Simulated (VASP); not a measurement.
Cu3O: single point with PBE

The system is Cu3O.

```
CELL_PARAMETERS angstrom
0.00000 2.81649 2.81649
2.81649 0.00000 2.81649
2.81649 2.81649 0.00000
ATOMIC_POSITIONS crystal
Cu 0.25000 0.25000 0.25000
Cu 0.75000 0.75000 0.75000
Cu 0.50000 0.50000 0.50000
O 0.00000 0.00000 0.00000
```

- Program: VASP 6.6.1
- Task: single point
- Functional: PBE
- Potentials or basis: VASP PAW PBE potentials, release 64 (Cu, O)
- Cutoff: 520 eV
- k mesh: 14 × 14 × 14
- Occupations: gaussian, width 0.1 eV
- Spin: no spin polarisation

```json
{
 "Pressure": "0.1 GPa"
}
```

Levels at points of the mesh, in eV from the Fermi level:
```
           k point  band 18  band 19  band 20  band 21  band 22  band 23
(0.00, 0.00, 0.00)    -0.62    -0.62    -0.62     6.94     6.94     6.94
(0.50, 0.00, 0.00)    -1.25    -0.27    -0.27     1.87     5.43     5.43
(0.50, 0.50, 0.00)    -0.89    -0.89     0.43     2.67     4.83     4.99
```

Run time: 74 s on 1 thread of AMD EPYC 9R45 96-Core Processor (Zen 5), with other jobs on the host, peak memory 0.21 GiB.

Caveat: an odd number of electrons without spin polarisation forces a metal; a magnetic or distorted state may lie lower. With open d or f shells a metallic result of PBE can be an artefact of self-interaction; +U or a hybrid may open a gap.
